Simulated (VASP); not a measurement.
Here is a VASP 6.6.1 calculation.

INCAR

```
SYSTEM = Ge2As
PREC = Accurate
ENCUT = 600
EDIFF = 1E-7
ISMEAR = 0
SIGMA = 0.1
LREAL = .FALSE.
LASPH = .TRUE.
NELM = 80
ALGO = Normal
ISIF = 3
LWAVE = .FALSE.
LCHARG = .FALSE.
GGA = PE
IBRION = 2
NSW = 100
EDIFFG = -0.01
```

Contents of KPOINTS:

```
Automatic mesh
0
G
  12 12 12
  0 0 0
```

File POSCAR:

```
Ge2As
1.0
    0.0000000000      3.2427717716      3.2427717716
    3.2427717716      0.0000000000      3.2427717716
    3.2427717716      3.2427717716      0.0000000000
Ge As
2 1
Direct
    0.2500000000      0.2500000000      0.2500000000
    0.7500000000      0.7500000000      0.7500000000
    0.0000000000      0.0000000000      0.0000000000
```

Potentials or basis: VASP PAW PBE potentials, release 64 (Ge_d, As).

Launch:

```bash
$ cat potpaw_PBE.64/Ge_d/POTCAR potpaw_PBE.64/As/POTCAR > POTCAR
$ mpirun -np 1 vasp_std > vasp.out
```

Predict the space group after relaxing (to 0.1 Å).

Fm-3m (No. 225).

Predict the band gap on the k mesh.

zero (an odd number of electrons rules out a gap without spin polarisation).

Predict the relaxed cell.

a = 4.598 Å, b = 4.598 Å, c = 4.598 Å, α = 60.00°, β = 60.00°, γ = 60.00°.

The path:
| step | energy change (eV) | largest force (eV/Å) | pressure (GPa) | volume (Å³) |
| --- | --- | --- | --- | --- |
| 1 | 0.0000 | 0.0000 | 0.37 | 68.20 |
| 2 | -0.0005 | 0.0000 | -0.02 | 68.72 |
